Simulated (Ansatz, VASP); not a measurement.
# CdS in VASP and in Ansatz

The input INCAR:

```
SYSTEM = CdS
ALGO = Normal
EDIFF = 1E-6
ENCUT = 500
GGA = PE
GGA_COMPAT = .FALSE.
ISIF = 2
ISMEAR = -1
LASPH = .TRUE.
LCHARG = .FALSE.
LREAL = .FALSE.
LWAVE = .FALSE.
NBANDS = 16
NELM = 120
PREC = Accurate
SIGMA = 0.05
```

File KPOINTS:

```
k-points
0
G
  14 14 14
  0 0 0
```

File POSCAR:

```
CdS
1.0
    3.2679376914      0.0000000000      0.0000000000
    0.0000000000      3.2679376914      0.0000000000
    0.0000000000      0.0000000000      3.2679376914
Cd S
1 1
Direct
    0.0000000000      0.0000000000      0.0000000000
    0.5000000000      0.5000000000      0.5000000000
```

Input for Ansatz:

```yaml
crystal:
  lattice:
    - [3.2679376914, 0.0, 0.0]
    - [0.0, 3.2679376914, 0.0]
    - [0.0, 0.0, 3.2679376914]
  atoms:
    - { symbol: Cd, position: [0.0, 0.0, 0.0] }
    - { symbol: S, position: [0.5, 0.5, 0.5] }
kpoints:
  mp_grid: { grid: [14, 14, 14] }
scf:
  occupations: { method: fermi_dirac, width: 0.05 }
hamiltonian:
  xc: pbe
  pseudopotentials: { kind: paw }
output:
  forces: true
  stress: true
  eigenvalues: true
  populations: true
```

Change from the starting cell: volume scaled by 0.88, PAW files.

Alike in both runs: task single point; functional PBE; k mesh 14 × 14 × 14; occupations fermi-dirac, width 0.05 eV; no spin polarisation.

|  | VASP | Ansatz |
| --- | --- | --- |
| version | VASP 6.6.1 | Ansatz 0.2.0 |
| potentials or method | VASP PAW PBE potentials, release 64 (Cd, S) | PAW with Ansatz's default frozen-core files, scalar-relativistic |
| plane-wave cutoff (eV) | 500 | 420 |
| valence electrons in the cell | 18 | 26 |

```csv
,VASP,Ansatz,Ansatz less VASP
pressure (GPa),12.6,12.0,-0.59
```

VASP's potentials hold 18 valence electrons a cell and Ansatz's 26, so a difference there can come from the potentials and not from the codes.
